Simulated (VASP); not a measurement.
BeTe: single point with PBE

Crystal: BeTe.

```
Be Te
1.0
     0.00000    2.80327    2.80327
     2.80327    0.00000    2.80327
     2.80327    2.80327    0.00000
Be Te
1 1
Direct
  0.00000 0.00000 0.00000
  0.25000 0.25000 0.25000
```

This cell differs from its parent crystal: volume scaled by 0.97.

```
Program                : VASP 6.6.1
Task                   : single point
Functional             : PBE
Potentials or basis    : VASP PAW PBE potentials, release 64 (Be, Te)
Cutoff                 : 600 eV
k mesh                 : 8 × 8 × 8
Occupations            : gaussian, width 0.02 eV
Spin                   : no spin polarisation
Dipole correction      : no
Further INCAR settings : ALGO = Normal; EDIFF = 1e-06; NBANDS = 11
```

```
Pressure               : 2.0 GPa
Band gap on the k mesh : 1.94 eV, indirect (least direct gap 3.60 eV)
```

Levels at points of the mesh, in eV from the valence-band top:
| k point | band 1 | band 2 | band 3 | band 4 | band 5 | band 6 | band 7 | band 8 |
| --- | --- | --- | --- | --- | --- | --- | --- | --- |
| (0.00, 0.00, 0.00) | -12.39 | 0.00 | 0.00 | 0.00 | 3.60 | 3.60 | 3.60 | 3.92 |
| (0.50, 0.00, 0.00) | -11.01 | -5.63 | -1.16 | -1.16 | 3.11 | 4.58 | 4.58 | 7.81 |
| (0.50, 0.50, 0.00) | -10.50 | -5.19 | -2.70 | -2.70 | 1.94 | 2.65 | 9.79 | 9.79 |

Wall time 24 s on 1 thread of AMD EPYC 7R13 Processor (Zen 3), with other jobs on the host, peak memory 0.15 GiB.

Caveat: spin-orbit coupling is left out, which moves the levels of the heavy elements. A k mesh can miss the band edges.
